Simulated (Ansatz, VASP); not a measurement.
**SnO2 in VASP and in Ansatz**

```xyz
6
Lattice="4.9026 0.0000 0.0000 0.0000 4.9029 0.0000 0.0000 0.0000 3.1527" Properties=species:S:1:pos:R:3 pbc="T T T"
Sn    2.4513    2.4514    1.5764
Sn    0.0000    0.0000    0.0000
O     1.4995    1.5001    0.0000
O     3.9508    0.9514    1.5764
O     0.9518    3.9515    1.5764
O     3.4031    3.4028    0.0000
```

Change from the starting cell: strain +0.030 along x and y, -0.015 along z, atoms carried along.

Alike in both runs: task single point; functional r2SCAN; k mesh 6 × 6 × 8; occupations gaussian, width 0.05 eV; no spin polarisation.

```csv
,VASP,Ansatz
version,VASP 6.6.1,Ansatz 0.2.0
potentials or method,"VASP PAW PBE potentials, release 64 (Sn_d, O), cutoff 520 eV","scalar-relativistic, plane waves, PAW"
valence electrons in the cell,52,52
```

Ansatz gave:

- gap on the k mesh at the Fermi level (eV): 1.42
- least direct gap on the mesh (eV): 1.42
- pressure (GPa): -6.7
- traceless stress, the component that is largest in VASP (GPa): 4.95
- rms of the force components (eV/Å): 0.055

Which values does VASP return?

gap on the k mesh at the Fermi level (eV): 1.44; least direct gap on the mesh (eV): 1.44; pressure (GPa): -5.8; traceless stress, the component that is largest in VASP (GPa): 5.43; rms of the force components (eV/Å): 0.032.

VASP's potentials were made for PBE, not for r2SCAN. Atom by atom the forces differ by 0.023 eV/Å (rms over components). The functional is the same, so the differences come from potentials, cutoffs and numerics.
